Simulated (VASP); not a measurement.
# Re (P6/mmm) in VASP: single point with r2SCAN

Aim: the single point of Re with r2SCAN.

Everything below comes from runs of VASP 6.6.1. Logs are shortened: lines on timing, memory, paths and dates and some standing lists are left out, and cuts for length are marked.

## (1) The cell of the first run

It takes space group P6/mmm (No. 191, hexagonal). The conventional cell has a = 2.757 Å, b = 2.757 Å, c = 2.443 Å, α = 90.00°, β = 90.00°, γ = 120.00°. Re (site symmetry 6/mmm) has 8 Re at 2.44 to 2.76 Å within 3.2 Å.

This isn't the form of Re at room conditions, which is hcp.

## (2) Single point, r2SCAN

The input, POSCAR:

```
Re
1.0
    2.7566368122      0.0000000000      0.0000000000
   -1.3783184061      2.3873175083      0.0000000000
    0.0000000000      0.0000000000      2.4431031836
Re
1
Direct
    0.0000000000      0.0000000000      0.0000000000
```

The input, INCAR.step1:

```
SYSTEM = Re
PREC = Accurate
ENCUT = 610
ISMEAR = 0
SIGMA = 0.1
LREAL = .False.
LASPH = .True.
NELM = 120
NBANDS = 14
GGA = PE
ALGO = Normal
EDIFF = 1E-5
LWAVE = .True.
LCHARG = .False.
GGA_COMPAT = .False.
```

The input, INCAR.step2:

```
SYSTEM = Re
PREC = Accurate
ENCUT = 610
EDIFF = 1E-6
ISMEAR = 0
SIGMA = 0.1
LREAL = .False.
LASPH = .True.
NELM = 120
ALGO = Normal
ISIF = 2
LWAVE = .False.
LCHARG = .True.
METAGGA = R2SCAN
LMIXTAU = .True.
LELF = .True.
LVHAR = .True.
NBANDS = 14
ISTART = 1
GGA_COMPAT = .False.
```

The input, KPOINTS:

```
Automatic mesh
0
Gamma
  9 9 8
  0 0 0
```

Potentials or basis: VASP PAW PBE potentials, release 64 (Re_sv_GW).

Command:

```bash
> cat potpaw_PBE.64/Re_sv_GW/POTCAR > POTCAR
> cp INCAR.step1 INCAR
> mpirun -np 1 vasp_std > vasp.out
> cp INCAR.step2 INCAR
> mpirun -np 1 vasp_std > vasp.out
```

OUTCAR:

```text
SYSTEM = Re
   PREC = Accurate
   ENCUT = 610
   EDIFF = 1E-6
   ISMEAR = 0
   LREAL = .False.
   LASPH = .True.
   NELM = 120
   ISIF = 2
   METAGGA = R2SCAN
   ISTART = 1

 ion  position               nearest neighbor table
   1  0.000  0.000  0.000-

  LATTYP: Found a hexagonal cell.
 ALAT       =     2.7566368122
 C/A-ratio  =     0.8862622645

  Lattice vectors:

 A1 = (   2.7566368122,   0.0000000000,   0.0000000000)
 A2 = (  -1.3783184061,   2.3873175083,   0.0000000000)
 A3 = (   0.0000000000,   0.0000000000,   2.4431031836)

Analysis of symmetry for initial positions (statically):
=====================================================================
 Subroutine PRICEL returns:
 Original cell was already a primitive cell.

 Routine SETGRP: Setting up the symmetry group for a
 hexagonal supercell.

 Subroutine GETGRP returns: Found 24 space group operations
 (whereof 24 operations were pure point group operations)
 out of a pool of 24 trial point group operations.

The static configuration has the point symmetry D_6h.

Analysis of symmetry for dynamics (positions and initial velocities):
=====================================================================
 Subroutine PRICEL returns:
 Original cell was already a primitive cell.

 Routine SETGRP: Setting up the symmetry group for a
 hexagonal supercell.

 Subroutine GETGRP returns: Found 24 space group operations
 (whereof 24 operations were pure point group operations)
 out of a pool of 24 trial point group operations.

The dynamic configuration has the point symmetry D_6h.

 Subroutine INISYM returns: Found 24 space group operations
 (whereof 24 operations are pure point group operations),
 and found     1 'primitive' translations

----------------------------------------------------------------------------------------

                                     Primitive cell

  volume of cell :      16.0780

  direct lattice vectors                    reciprocal lattice vectors
     2.756636812  0.000000000  0.000000000     0.362760882  0.209440093  0.000000000
    -1.378318406  2.387317508  0.000000000     0.000000000  0.418880185  0.000000000
     0.000000000  0.000000000  2.443103184     0.000000000  0.000000000  0.409315500

  length of vectors
     2.756636812  2.756636812  2.443103184     0.418880185  0.418880185  0.409315500

  position of ions in fractional coordinates (direct lattice)
     0.000000000  0.000000000  0.000000000

  ion indices of the primitive-cell ions
   primitive index   ion index
                 1           1

----------------------------------------------------------------------------------------

 KPOINTS: Automatic mesh

Automatic generation of k-mesh.
 Grid dimensions read from file:
 generate k-points for:    9    9    8

 Generating k-lattice:

  Cartesian coordinates                     Fractional coordinates (reciprocal lattice)
     0.040306765  0.023271121  0.000000000     0.111111111  0.000000000  0.000000000
     0.000000000  0.046542243  0.000000000     0.000000000  0.111111111  0.000000000
     0.000000000  0.000000000  0.051164437     0.000000000  0.000000000  0.125000000

  Length of vectors
     0.046542243  0.046542243  0.051164437

  Shift w.r.t. Gamma in fractional coordinates (k-lattice)
     0.000000000  0.000000000  0.000000000

 Subroutine IBZKPT returns following result:
 ===========================================

 Found     60 irreducible k-points:

 Following reciprocal coordinates:
            Coordinates               Weight
  0.000000  0.000000  0.000000      1.000000
  0.111111  0.000000  0.000000      6.000000
  0.222222 -0.000000  0.000000      6.000000
  0.333333  0.000000  0.000000      6.000000
  0.444444 -0.000000  0.000000      6.000000
  0.111111  0.111111  0.000000      6.000000
[... 16 lines left out ...]
  0.333333  0.222222  0.125000     24.000000
  0.333333  0.333333  0.125000      4.000000
 [... further k-points ...]
   k-points           NKPTS =     60   k-points in BZ     NKDIM =     60   number of bands    NBANDS=     14
   number of dos      NEDOS =    301   number of ions     NIONS =      1
   total plane-waves  NPLWV =  11520
   dimension x,y,z NGX =    24 NGY =   24 NGZ =   20
   dimension x,y,z NGXF=    48 NGYF=   48 NGZF=   40
   ions per type =               1
   NGX,Y,Z   is equivalent  to a cutoff of  14.47, 14.47, 13.61 a.u.
   NGXF,Y,Z  is equivalent  to a cutoff of  28.95, 28.95, 27.22 a.u.
 SYSTEM =  Re
   PREC   = accura    normal or accurate (medium, high low for compatibility)
   ISTART =      1    job   : 0-new  1-cont  2-samecut
   ICHARG =      0    charge: 1-file 2-atom 10-const
   ISPIN  =      1    spin polarized calculation?
   LNONCOLLINEAR =      F non collinear calculations
   LSORBIT =      F    spin-orbit coupling
   LASPH  =      T    aspherical Exc in radial PAW
   ENCUT  =  610.0 eV  44.83 Ry    6.70 a.u.   5.55  5.55  4.92*2*pi/ulx,y,z
   NELM   =    120;   NELMIN=  2; NELMDL=  0     # of ELM steps
   EDIFF  = 0.1E-05   stopping-criterion for ELM
   LREAL  =      F    real-space projection
   EDIFFG = 0.1E-04   stopping-criterion for IOM
   NSW    =      0    number of steps for IOM
   IBRION =     -1    ionic relax: 0-MD 1-quasi-New 2-CG
   NFREE  =      0    steps in history (QN), initial steepest desc. (CG)
   ISIF   =      2    stress and relaxation
   ISYM   =      2    0-nonsym 1-usesym 2-fastsym
   POTIM  = 0.5000    time-step for ionic-motion
   TEBEG  =    0.0;   TEEND  =   0.0 temperature during run
   PSTRESS=    0.0 pullay stress
   NELECT =      15.0000    total number of electrons
   NUPDOWN=      -1.0000    fix difference up-down
   EMIN   =  10.00;   EMAX   =-10.00  energy-range for DOS
   EFERMI =   0.00;   METHOD = LEGACY
   ISMEAR =     0;   SIGMA  =   0.10  broadening in eV -4-tet -1-fermi 0-gaus
   EFERMI_NEDOS =   21; number of points for ismear=-14 and -15
   IALGO  =     38    algorithm
   IMIX   =      4    mixing-type and parameters
     AMIX     =   0.40;   BMIX     =  1.00
     AMIX_MAG =   1.60;   BMIX_MAG =  1.00
  volume/ion in A,a.u.               =      16.08       108.50
  Fermi-wavevector in a.u.,A,eV,Ry     =   1.599661  3.022922 34.816175  2.558917
  Thomas-Fermi vector in A             =   2.696919
   LORBIT       =      0    0 simple, 1 ext, 2 COOP (PROOUT), +10 PAW based schemes
   METAGGA = R2SCAN    functional components
   LHFCALC =     F    Hartree Fock is set to
   AEXX    =    0.0000 exact exchange contribution
   IVDW    =     0    specifies the selected vdW correction
   LEPSILON=     F    determine dielectric tensor
   LRPA    =     F    only Hartree local field effects (RPA)
 non-spin polarized calculation
 Gauss-broadening in eV      SIGMA  =   0.10
  energy-cutoff  :      610.00
  volume of cell :       16.08
 maximum number of plane-waves:       573
 NGX is ok and might be reduce to    24
   NGX = 11   NGY = 11   NGZ =  9

 number of electron      15.0000000 magnetization

 Free energy of the ion-electron system (eV)
  ---------------------------------------------------
  ext. energy  EPLUGINS =         0.00000000
  ---------------------------------------------------
  free energy    TOTEN  =       -53.00045596 eV

  energy without entropy =      -52.99389465  energy(sigma->0) =      -52.99717530

 E-fermi :  11.9626     XC(G=0): -14.8383

 val. band max:       11.9185329695   @ k =   0.4444   0.1111   0.2500
 cond. band min:      11.9670870156   @ k =   0.0000   0.0000   0.3750
 fundamental gap:      0.0485540461
 Fermi energy:        11.9625656097

 k-point     1 :       0.0000    0.0000    0.0000
  band No.  band energies     occupation
      1     -70.3879      2.00000
      2     -31.0337      2.00000
      3     -31.0337      2.00000
      4     -30.5837      2.00000
      5       1.8200      2.00000
      6       5.8710      2.00000
      7       9.9309      2.00000
      8       9.9309      2.00000
      9      16.2582      0.00000
     10      16.2582      0.00000
     11      25.0973      0.00000
     12      29.6599      0.00000
     13      32.5329      0.00000
     14      32.5329      0.00000

 k-point     2 :       0.1111    0.0000    0.0000
  band No.  band energies     occupation
      1     -70.3779      2.00000
      2     -31.1562      2.00000
      3     -31.0617      2.00000
      4     -30.5722      2.00000
      5       2.3246      2.00000
      6       6.0598      2.00000
      7       9.4605      2.00000
      8      10.4023      2.00000
      9      15.7798      0.00000
     10      16.1748      0.00000
     11      26.2251      0.00000
     12      30.3248      0.00000
     13      30.6309      0.00000
     14      31.6260      0.00000

 k-point     3 :       0.2222   -0.0000    0.0000
  band No.  band energies     occupation
      1     -70.3526      2.00000
      2     -31.4594      2.00000
      3     -31.1322      2.00000
      4     -30.5429      2.00000
      5       3.5811      2.00000
      6       6.4989      2.00000
      7       8.7457      2.00000
      8      11.7437      1.99803
      9      14.7514      0.00000
     10      15.9693      0.00000
     11      26.3196      0.00000
     12      29.5536      0.00000
     13      29.5939      0.00000
     14      32.9608      0.00000

 k-point     4 :       0.3333    0.0000    0.0000
  band No.  band energies     occupation
      1     -70.3237      2.00000
      2     -31.7924      2.00000
      3     -31.2114      2.00000
      4     -30.5096      2.00000
      5       4.7656      2.00000
      6       6.5652      2.00000
      7       9.3847      2.00000
      8      13.6840      0.00000
      9      13.7877      0.00000
     10      15.7443      0.00000
     11      23.1743      0.00000
     12      27.1476      0.00000
     13      31.3589      0.00000
     14      35.1196      0.00000

 k-point     5 :       0.4444   -0.0000    0.0000
  band No.  band energies     occupation
      1     -70.3048      2.00000
      2     -32.0029      2.00000
      3     -31.2624      2.00000
      4     -30.4878      2.00000
      5       5.1159      2.00000
      6       6.5816      2.00000
      7      10.9799      2.00000
      8      13.2371      0.00000
      9      15.4586      0.00000
     10      15.6022      0.00000
     11      20.7573      0.00000
[... 276 lines left out ...]
 k-point    22 :       0.2222    0.2222    0.1250
  band No.  band energies     occupation
      1     -70.2848      2.00000
      2     -31.7715      2.00000
      3     -31.3512      2.00000
      4     -30.8009      2.00000
      5       6.5587      2.00000
      6       7.8031      2.00000
      7       8.2343      2.00000
      8      12.3878      0.00000
      9      13.9188      0.00000
     10      16.2547      0.00000
     11      22.6436      0.00000
     12      25.6146      0.00000
     13      31.3980      0.00000
     14      36.7156      0.00000

 k-point    23 :       0.3333    0.2222    0.1250
  band No.  band energies     occupation
      1     -70.2704      2.00000
      2     -31.8447      2.00000
      3     -31.4816      2.00000
      4     -30.7821      2.00000
      5       7.1490      2.00000
      6       7.8017      2.00000
      7       8.8994      2.00000
      8      12.6237      0.00000
      9      13.4046      0.00000
     10      18.5297      0.00000
     11      19.7489      0.00000
     12      23.8143      0.00000
     13      32.0924      0.00000
     14      35.2581      0.00000

 k-point    24 :       0.3333    0.3333    0.1250
  band No.  band energies     occupation
      1     -70.2654      2.00000
      2     -31.7003      2.00000
      3     -31.7003      2.00000
      4     -30.7755      2.00000
      5       7.8016      2.00000
      6       8.3755      2.00000
      7       8.3755      2.00000
      8      12.7953      0.00000
      9      12.7953      0.00000
     10      18.1023      0.00000
     11      21.5047      0.00000
     12      21.5047      0.00000
     13      34.0434      0.00000
     14      34.0434      0.00000

 [... further k-points ...]

------------------------ aborting loop because EDIFF is reached ----------------------------------------

  FORCE on cell =-STRESS in cart. coord.  units (eV):
  Direction    XX          YY          ZZ          XY          YZ          ZX
  --------------------------------------------------------------------------------------
  -------------------------------------------------------------------------------------
  Total       -0.1055328     -0.1055328     -0.0690199      0.0000000     -0.0000000      0.0000000
  in kB      -10.5163875    -10.5163875     -6.8778605      0.0000000     -0.0000000      0.0000000
  external PRESSURE =      -9.3035452 kB  Pullay stress =       0.0000000 kB

 VOLUME and BASIS-vectors are now :
 -----------------------------------------------------------------------------
  energy-cutoff  :      610.00
  volume of cell :       16.08
      direct lattice vectors                 reciprocal lattice vectors
     2.756636812  0.000000000  0.000000000     0.362760882  0.209440093  0.000000000
    -1.378318406  2.387317508  0.000000000     0.000000000  0.418880185  0.000000000
     0.000000000  0.000000000  2.443103184     0.000000000  0.000000000  0.409315500

 POSITION                                       TOTAL-FORCE (eV/Angst)
 -----------------------------------------------------------------------------------
      0.00000      0.00000      0.00000         0.000000      0.000000      0.000000
 -----------------------------------------------------------------------------------
    total drift:                                0.000000      0.000000      0.000000

  FREE ENERGIE OF THE ION-ELECTRON SYSTEM (eV)
  ---------------------------------------------------
  free  energy   TOTEN  =       -53.0004559577 eV

  energy  without entropy=      -52.9938946511  energy(sigma->0) =      -52.99717530
```

Wall time 26 s (1 thread of Intel Xeon 6975P-C (Granite Rapids), shared host); peak memory 0.15 GiB.

What came out:

| Quantity | Value |
| --- | --- |
| Free energy | -53.0005 eV |
| Pressure | -0.9 GPa |
| Band gap on the k mesh | zero (an odd number of electrons rules out a gap without spin polarisation) |

Caveat: the PAW data sets were made with another functional, which shifts forces and pressure a little; spin-orbit coupling is left out, which moves the levels of the heavy elements.

The gap in the log of VASP goes by the Fermi energy; the results here count the filled bands.